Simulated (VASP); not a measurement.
Set up this calculation in VASP 6.6.1, as the native input.

| Item | Value |
| --- | --- |
| Task | single point |
| Functional | PBE |
| Dispersion | D3(BJ) |
| Potentials or basis | VASP PAW PBE potentials, release 64 (C, O) |
| Cutoff | 520 eV |
| k mesh | 4 × 4 × 4 |
| Occupations | gaussian, width 0.01 eV |
| Spin | no spin polarisation |
| Dipole correction | no |
| Further INCAR settings | ALGO = Normal; EDIFF = 1e-06; NBANDS = 44 |

The structure of CO2 (CO2-I) lies in POSCAR:

```
CO2
1.0
    5.1952713972      0.0000000000      0.0000000000
    0.0000000000      5.1952713972      0.0000000000
    0.0000000000      0.0000000000      5.1952713972
C O
4 8
Direct
    0.0000000000      0.0000000000      0.0000000000
    0.5000000000      0.0000000000      0.5000000000
    0.5000000000      0.5000000000      0.0000000000
    0.0000000000      0.5000000000      0.5000000000
    0.1294760949      0.1294760949      0.1294760949
    0.8705239051      0.8705239051      0.8705239051
    0.3705239051      0.8705239051      0.6294760949
    0.6294760949      0.1294760949      0.3705239051
    0.6294760949      0.3705239051      0.8705239051
    0.3705239051      0.6294760949      0.1294760949
    0.8705239051      0.6294760949      0.3705239051
    0.1294760949      0.3705239051      0.6294760949
```

The input as run:

INCAR

```
SYSTEM = CO2
  PREC = Accurate
  ENCUT = 520
  EDIFF = 1E-6
  ISMEAR = 0
  SIGMA = 0.01
  LREAL = .FALSE.
  LASPH = .TRUE.
  NELM = 80
  ALGO = Normal
  ISIF = 2
  LWAVE = .FALSE.
  LCHARG = .FALSE.
  GGA = PE
  IVDW = 12
  NBANDS = 44
```

KPOINTS

```
Automatic mesh
0
G
  4 4 4
  0 0 0
```

Potentials or basis: VASP PAW PBE potentials, release 64 (C, O).

Launch:

```sh
$ cat potpaw_PBE.64/C/POTCAR potpaw_PBE.64/O/POTCAR > POTCAR
$ mpirun -np 1 vasp_std > vasp.out
```

It gave:

```yaml
Pressure: 6.9 GPa
Largest_force: 0.662 eV/Å
Band_gap_on_the_k_mesh: 7.09 eV, direct
Dispersion_energy_per_atom: -0.092 eV
```

It took 28 s on 1 thread of Intel(R) Xeon(R) 6975P-C (Granite Rapids), with other jobs on the host, peak memory 0.25 GiB.
